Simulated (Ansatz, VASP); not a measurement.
## Two plane-wave programs on AlP

```
CELL_PARAMETERS angstrom
0.00000 2.75383 2.75383
2.75383 0.00000 2.75383
2.75383 2.75383 0.00000
ATOMIC_POSITIONS crystal
Al 0.00000 0.00000 0.00000
P 0.75000 0.75000 0.75000
```

Alike in both runs: task single point; functional PBE; k mesh 8 × 8 × 8; occupations gaussian, width 0.02 eV; no spin polarisation.

```csv
,VASP,Ansatz
version,VASP 6.6.1,Ansatz 0.2.0
potentials or method,"VASP PAW PBE potentials, release 64 (Al, P), cutoff 500 eV","scalar-relativistic, plane waves, PAW"
valence electrons in the cell,8,8
```

Ansatz gave:

- gap on the k mesh at the Fermi level (eV): 1.63
- least direct gap on the mesh (eV): 3.09

Problem. What did VASP give for the same quantities?

Solution. gap on the k mesh at the Fermi level (eV): 1.63; least direct gap on the mesh (eV): 3.08.

With one functional, cell and mesh, what is left measures potentials, basis and numerics.
